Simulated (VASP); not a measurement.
# BP (F-43m) in VASP: settings compared

BP is run at these levels: PBE0, r2SCAN0, LDA; tasks: single point.

All numbers are computed with VASP 6.6.1; they aren't measurements. Logs are shortened: lines on timing, memory, paths and dates and some standing lists are left out, and cuts for length are marked.

### 1 The cell of the first run

It takes space group F-43m (No. 216, cubic). Conventional cell: a = 4.538 Å, b = 4.538 Å, c = 4.538 Å, α = 90.00°, β = 90.00°, γ = 90.00°. P (site symmetry -43m) has 4 B at 1.97 Å within 2.6 Å. B (site symmetry -43m) has 4 P at 1.97 Å within 2.6 Å.

### 2 Single point, PBE0

File POSCAR:

```
BP
1.0
    0.0000000000      2.2690000000      2.2690000000
    2.2690000000      0.0000000000      2.2690000000
    2.2690000000      2.2690000000      0.0000000000
P B
1 1
Direct
    0.7500000000      0.7500000000      0.7500000000
    0.0000000000      0.0000000000      0.0000000000
```

File INCAR.step1:

```
SYSTEM = BP
PREC = Accurate ; ENCUT = 520
EDIFF = 1E-5 ; ISMEAR = -1
SIGMA = 0.05 ; LREAL = .FALSE.
LASPH = .TRUE. ; NELM = 80
ALGO = Normal ; ISIF = 2
LWAVE = .TRUE. ; LCHARG = .FALSE.
GGA = PE ; NBANDS = 11
```

File INCAR.step2:

```
SYSTEM = BP
PREC = Accurate ; ENCUT = 520
EDIFF = 1E-6 ; ISMEAR = -1
SIGMA = 0.05 ; LREAL = .FALSE.
LASPH = .TRUE. ; NELM = 80
ALGO = Normal ; ISIF = 2
LWAVE = .FALSE. ; LCHARG = .FALSE.
GGA = PE ; LHFCALC = .TRUE.
AEXX = 0.25 ; PRECFOCK = Normal
ISTART = 1 ; NBANDS = 11
```

File KPOINTS:

```
regular mesh
0
G
  6 6 6
  0 0 0
```

Potentials or basis: VASP PAW PBE potentials, release 64 (P, B).

Run with:

```bash
> cat potpaw_PBE.64/P/POTCAR potpaw_PBE.64/B/POTCAR > POTCAR
> cp INCAR.step1 INCAR
> mpirun -np 1 vasp_std > vasp.out
> cp INCAR.step2 INCAR
> mpirun -np 1 vasp_std > vasp.out
```

OUTCAR:

```text
SYSTEM = BP
   PREC = Accurate
   ENCUT = 520
   EDIFF = 1E-6
   ISMEAR = -1
   LREAL = .FALSE.
   LASPH = .TRUE.
   NELM = 80
   ISIF = 2
   GGA = PE
   LHFCALC = .TRUE.
   AEXX = 0.25
   PRECFOCK = Normal
   ISTART = 1

 ion  position               nearest neighbor table
   1  0.750  0.750  0.750-   2 1.97   2 1.97   2 1.97   2 1.97
   2  0.000  0.000  0.000-   1 1.97   1 1.97   1 1.97   1 1.97

  LATTYP: Found a face centered cubic cell.
 ALAT       =     4.5380000000

  Lattice vectors:

 A1 = (   0.0000000000,   2.2690000000,   2.2690000000)
 A2 = (   2.2690000000,   0.0000000000,   2.2690000000)
 A3 = (   2.2690000000,   2.2690000000,   0.0000000000)

Analysis of symmetry for initial positions (statically):
=====================================================================
 Subroutine PRICEL returns:
 Original cell was already a primitive cell.

 Routine SETGRP: Setting up the symmetry group for a
 face centered cubic supercell.

 Subroutine GETGRP returns: Found 24 space group operations
 (whereof 24 operations were pure point group operations)
 out of a pool of 48 trial point group operations.

The static configuration has the point symmetry T_d .

Analysis of symmetry for dynamics (positions and initial velocities):
=====================================================================
 Subroutine PRICEL returns:
 Original cell was already a primitive cell.

 Routine SETGRP: Setting up the symmetry group for a
 face centered cubic supercell.

 Subroutine GETGRP returns: Found 24 space group operations
 (whereof 24 operations were pure point group operations)
 out of a pool of 48 trial point group operations.

The dynamic configuration has the point symmetry T_d .

 Subroutine INISYM returns: Found 24 space group operations
 (whereof 24 operations are pure point group operations),
 and found     1 'primitive' translations

----------------------------------------------------------------------------------------

                                     Primitive cell

  volume of cell :      23.3633

  direct lattice vectors                    reciprocal lattice vectors
     0.000000000  2.269000000  2.269000000    -0.220361393  0.220361393  0.220361393
     2.269000000  0.000000000  2.269000000     0.220361393 -0.220361393  0.220361393
     2.269000000  2.269000000  0.000000000     0.220361393  0.220361393 -0.220361393

  length of vectors
     3.208850573  3.208850573  3.208850573     0.381677128  0.381677128  0.381677128

  position of ions in fractional coordinates (direct lattice)
     0.750000000  0.750000000  0.750000000
     0.000000000  0.000000000  0.000000000

  ion indices of the primitive-cell ions
   primitive index   ion index
                 1           1
                 2           2

----------------------------------------------------------------------------------------

 KPOINTS: regular mesh

Automatic generation of k-mesh.
 Grid dimensions read from file:
 generate k-points for:    6    6    6

 Generating k-lattice:

  Cartesian coordinates                     Fractional coordinates (reciprocal lattice)
    -0.036726899  0.036726899  0.036726899     0.166666667  0.000000000  0.000000000
     0.036726899 -0.036726899  0.036726899     0.000000000  0.166666667  0.000000000
     0.036726899  0.036726899 -0.036726899     0.000000000  0.000000000  0.166666667

  Length of vectors
     0.063612855  0.063612855  0.063612855

  Shift w.r.t. Gamma in fractional coordinates (k-lattice)
     0.000000000  0.000000000  0.000000000

 Subroutine IBZKPT returns following result:
 ===========================================

 Found     16 irreducible k-points:

 Following reciprocal coordinates:
            Coordinates               Weight
  0.000000  0.000000  0.000000      1.000000
  0.166667  0.000000  0.000000      8.000000
  0.333333  0.000000  0.000000      8.000000
  0.500000  0.000000  0.000000      4.000000
  0.166667  0.166667  0.000000      6.000000
  0.333333  0.166667  0.000000     24.000000
[... 8 lines left out ...]
 -0.333333  0.333333  0.166667     24.000000
 -0.333333  0.500000  0.166667     12.000000
   k-points           NKPTS =     16   k-points in BZ     NKDIM =    216   number of bands    NBANDS=     11
   number of dos      NEDOS =    301   number of ions     NIONS =      2
   total plane-waves  NPLWV =  13824
   dimension x,y,z NGX =    24 NGY =   24 NGZ =   24
   dimension x,y,z NGXF=    48 NGYF=   48 NGZF=   48
   ions per type =               1   1
   NGX,Y,Z   is equivalent  to a cutoff of  12.43, 12.43, 12.43 a.u.
   NGXF,Y,Z  is equivalent  to a cutoff of  24.87, 24.87, 24.87 a.u.
 SYSTEM =  BP
   PREC   = accura    normal or accurate (medium, high low for compatibility)
   ISTART =      1    job   : 0-new  1-cont  2-samecut
   ICHARG =      0    charge: 1-file 2-atom 10-const
   ISPIN  =      1    spin polarized calculation?
   LNONCOLLINEAR =      F non collinear calculations
   LSORBIT =      F    spin-orbit coupling
   LASPH  =      T    aspherical Exc in radial PAW
   ENCUT  =  520.0 eV  38.22 Ry    6.18 a.u.   5.97  5.97  5.97*2*pi/ulx,y,z
   NELM   =     80;   NELMIN=  2; NELMDL=  0     # of ELM steps
   EDIFF  = 0.1E-05   stopping-criterion for ELM
   LREAL  =      F    real-space projection
   EDIFFG = 0.1E-04   stopping-criterion for IOM
   NSW    =      0    number of steps for IOM
   IBRION =     -1    ionic relax: 0-MD 1-quasi-New 2-CG
   NFREE  =      0    steps in history (QN), initial steepest desc. (CG)
   ISIF   =      2    stress and relaxation
   ISYM   =      3    0-nonsym 1-usesym 2-fastsym
   POTIM  = 0.5000    time-step for ionic-motion
   TEBEG  =    0.0;   TEEND  =   0.0 temperature during run
   PSTRESS=    0.0 pullay stress
   NELECT =       8.0000    total number of electrons
   NUPDOWN=      -1.0000    fix difference up-down
   EMIN   =  10.00;   EMAX   =-10.00  energy-range for DOS
   EFERMI =   0.00;   METHOD = LEGACY
   ISMEAR =    -1;   SIGMA  =   0.05  broadening in eV -4-tet -1-fermi 0-gaus
   EFERMI_NEDOS =   21; number of points for ismear=-14 and -15
   IALGO  =     38    algorithm
   IMIX   =      1    mixing-type and parameters
     AMIX     =   0.40;   BMIX     =  1.00
     AMIX_MAG =   1.60;   BMIX_MAG =  1.00
  volume/ion in A,a.u.               =      11.68        78.83
  Fermi-wavevector in a.u.,A,eV,Ry     =   1.145320  2.164342 17.847562  1.311759
  Thomas-Fermi vector in A             =   2.282009
   LORBIT       =      0    0 simple, 1 ext, 2 COOP (PROOUT), +10 PAW based schemes
   GGA     = PE    functional components
   LHFCALC =     T    Hartree Fock is set to
   PRECFOCK=normal    Normal, Fast or Accurate (Low or Medium for compatibility)
   ENCUT4O =  -1.0   cutoff for four orbital integrals eV
   NKREDX  =     1    reduce k-point grid by
   NKREDY  =     1    reduce k-point grid by
   NKREDZ  =     1    reduce k-point grid by
   AEXX    =    0.2500 exact exchange contribution
   HFSCREEN=    0.0000 screening length (either q_TF or 0.3 A-1)
   HFSCREENC=   0.0000 screening length for correlation (either q_TF or 0.3 A-1)
   ENCUTFOCK=  -1.0 apply spherical cutoff to Coloumb kernel
   IVDW    =     0    specifies the selected vdW correction
   LEPSILON=     F    determine dielectric tensor
   LRPA    =     F    only Hartree local field effects (RPA)
 non-spin polarized calculation
  energy-cutoff  :      520.00
  volume of cell :       23.36
 maximum number of plane-waves:       636
  NGX = 18; NGY = 18; NGZ = 18

 number of electron       8.0000000 magnetization

 Free energy of the ion-electron system (eV)
  ---------------------------------------------------
  ext. energy  EPLUGINS =         0.00000000
  ---------------------------------------------------
  free energy    TOTEN  =       -15.77328253 eV

  energy without entropy =      -15.77328253  energy(sigma->0) =      -15.77328253

 E-fermi :   7.6678     XC(G=0):  -8.6060

 val. band max:        6.6450623737   @ k =   0.0000   0.0000   0.0000
 cond. band min:       9.4323397301   @ k =   0.5000   0.5000   0.0000
 fundamental gap:      2.7872773564
 Fermi energy:         7.6678421454

 k-point     1 :       0.0000    0.0000    0.0000
  band No.  band energies     occupation
      1     -10.5228      2.00000
      2       6.6451      2.00000
      3       6.6451      2.00000
      4       6.6451      2.00000
      5      11.6958      0.00000
      6      11.6958      0.00000
      7      11.6958      0.00000
      8      16.0785      0.00000
      9      19.9930      0.00000
     10      20.8473      0.00000
     11      20.8473      0.00000

 k-point     2 :       0.1667    0.0000    0.0000
  band No.  band energies     occupation
      1      -9.9759      2.00000
      2       3.5277      2.00000
      3       5.9281      2.00000
      4       5.9281      2.00000
      5      12.3477      0.00000
      6      12.6793      0.00000
      7      12.6793      0.00000
      8      17.4313      0.00000
      9      19.5615      0.00000
     10      19.5615      0.00000
     11      21.3401      0.00000

 k-point     3 :       0.3333    0.0000    0.0000
  band No.  band energies     occupation
      1      -8.4155      2.00000
      2      -0.8493      2.00000
      3       5.0212      2.00000
      4       5.0212      2.00000
      5      12.2351      0.00000
      6      13.2722      0.00000
      7      13.2722      0.00000
      8      18.8428      0.00000
      9      20.6275      0.00000
     10      20.6275      0.00000
     11      22.1352      0.00000
[... 155 lines left out ...]
 k-point    15 :      -0.3333    0.3333    0.1667
  band No.  band energies     occupation
      1      -5.6087      2.00000
      2      -2.4369      2.00000
      3       0.5578      2.00000
      4       2.2766      2.00000
      5      12.8429      0.00000
      6      14.1574      0.00000
      7      17.3432      0.00000
      8      17.9139      0.00000
      9      19.2859      0.00000
     10      23.8684      0.00000
     11      26.6705      0.00000

 k-point    16 :      -0.3333    0.5000    0.1667
  band No.  band energies     occupation
      1      -4.9067      2.00000
      2      -2.6073      2.00000
      3       0.8076      2.00000
      4       0.9435      2.00000
      5      12.1234      0.00000
      6      12.7667      0.00000
      7      17.9251      0.00000
      8      18.5814      0.00000
      9      21.9725      0.00000
     10      25.2944      0.00000
     11      25.5788      0.00000

------------------------ aborting loop because EDIFF is reached ----------------------------------------

  FORCE on cell =-STRESS in cart. coord.  units (eV):
  Direction    XX          YY          ZZ          XY          YZ          ZX
  --------------------------------------------------------------------------------------
  -------------------------------------------------------------------------------------
  Total       -0.3199199     -0.3199199     -0.3199199      0.0000000      0.0000000      0.0000000
  in kB      -21.9390794    -21.9390794    -21.9390794      0.0000000      0.0000000      0.0000000
  external PRESSURE =     -21.9390794 kB  Pullay stress =       0.0000000 kB

 VOLUME and BASIS-vectors are now :
 -----------------------------------------------------------------------------
  energy-cutoff  :      520.00
  volume of cell :       23.36
      direct lattice vectors                 reciprocal lattice vectors
     0.000000000  2.269000000  2.269000000    -0.220361393  0.220361393  0.220361393
     2.269000000  0.000000000  2.269000000     0.220361393 -0.220361393  0.220361393
     2.269000000  2.269000000  0.000000000     0.220361393  0.220361393 -0.220361393

 POSITION                                       TOTAL-FORCE (eV/Angst)
 -----------------------------------------------------------------------------------
      3.40350      3.40350      3.40350         0.000000     -0.000000     -0.000000
      0.00000      0.00000      0.00000        -0.000000      0.000000      0.000000
 -----------------------------------------------------------------------------------
    total drift:                               -0.000000      0.000000      0.000000

  FREE ENERGIE OF THE ION-ELECTRON SYSTEM (eV)
  ---------------------------------------------------
  free  energy   TOTEN  =       -15.7732825295 eV

  energy  without entropy=      -15.7732825295  energy(sigma->0) =      -15.77328253
```

Run time: 5.3 min. Hardware: 1 thread of Intel Xeon Platinum 8259CL at 2.50GHz (Skylake/Cascade Lake), shared host; peak memory 0.14 GiB.

Results:

| Quantity | Value |
| --- | --- |
| Free energy | -15.7733 eV |
| Pressure | -2.2 GPa |
| Band gap on the k mesh | 2.79 eV (least direct gap 5.05 eV) |

Levels at points of the mesh, in eV from the valence-band top:
| k point | band 1 | band 2 | band 3 | band 4 | band 5 | band 6 | band 7 | band 8 |
| --- | --- | --- | --- | --- | --- | --- | --- | --- |
| (0.00, 0.00, 0.00) | -17.17 | 0.00 | 0.00 | 0.00 | 5.05 | 5.05 | 5.05 | 9.43 |
| (0.50, 0.00, 0.00) | -13.50 | -10.07 | -1.95 | -1.95 | 5.47 | 6.46 | 6.46 | 12.12 |
| (0.50, 0.50, 0.00) | -11.77 | -9.64 | -4.56 | -4.56 | 2.79 | 3.13 | 14.60 | 14.60 |

Caveat: the PAW data sets were made with another functional, which shifts forces and pressure a little. A k mesh can miss the band edges.

### 3 Single point, r2SCAN0

POSCAR is that of step 2.

File INCAR.step1:

```
PREC     = Accurate       # precision mode
ENCUT    = 520            # plane-wave cutoff, eV
EDIFF    = 1E-5           # SCF threshold, eV
ISMEAR   = -1             # smearing method
SIGMA    = 0.05           # smearing width, eV
LREAL    = F              # projectors in reciprocal space
LASPH    = T              # aspherical terms in the spheres
NELM     = 100            # most SCF steps
ALGO     = Normal         # electronic algorithm
ISIF     = 2              # what is computed and relaxed
LWAVE    = T              # write WAVECAR
LCHARG   = F              # write CHGCAR
NBANDS   = 11             # bands
GGA      = PE             # functional
```

File INCAR.step2:

```
PREC     = Accurate       # precision mode
ENCUT    = 520            # plane-wave cutoff, eV
EDIFF    = 1E-6           # SCF threshold, eV
ISMEAR   = -1             # smearing method
SIGMA    = 0.05           # smearing width, eV
LREAL    = F              # projectors in reciprocal space
LASPH    = T              # aspherical terms in the spheres
NELM     = 100            # most SCF steps
ALGO     = Normal         # electronic algorithm
ISIF     = 2              # what is computed and relaxed
LWAVE    = F              # write WAVECAR
LCHARG   = F              # write CHGCAR
METAGGA  = R2SCAN         # meta-GGA
LHFCALC  = T              # exact exchange
AEXX     = 0.25           # exact-exchange fraction
LMIXTAU  = T            
PRECFOCK = Normal       
NBANDS   = 11             # bands
ISTART   = 1
```

File KPOINTS:

```
Automatic mesh
0
Gamma
  6 6 6
```

Potentials or basis: VASP PAW PBE potentials, release 64 (P, B).

Run with:

```bash
> cat potpaw_PBE.64/P/POTCAR potpaw_PBE.64/B/POTCAR > POTCAR
> cp INCAR.step1 INCAR
> mpirun -np 1 vasp_std > vasp.out
> cp INCAR.step2 INCAR
> mpirun -np 1 vasp_std > vasp.out
```

Wall time 5.9 min (1 thread of Intel Xeon Platinum 8259CL at 2.50GHz (Skylake/Cascade Lake), shared host); peak memory 0.15 GiB.

Results (log left out):

```
Free energy            : -18.9987 eV
Pressure               : -2.8 GPa
Band gap on the k mesh : 2.89 eV (least direct gap 5.16 eV)
```

Levels at points of the mesh, in eV from the valence-band top:
```csv
k point,band 2,band 3,band 4,band 5,band 6,band 7
"(0.00, 0.00, 0.00)",0.00,0.00,0.00,5.16,5.16,5.16
"(0.50, 0.00, 0.00)",-10.37,-2.03,-2.03,5.65,6.61,6.61
"(0.50, 0.50, 0.00)",-9.98,-4.71,-4.71,2.89,3.25,15.13
```

Caveat: the PAW data sets were made with another functional, which shifts forces and pressure a little. A k mesh can miss the band edges.

(Part 1 of 2 ends here.)
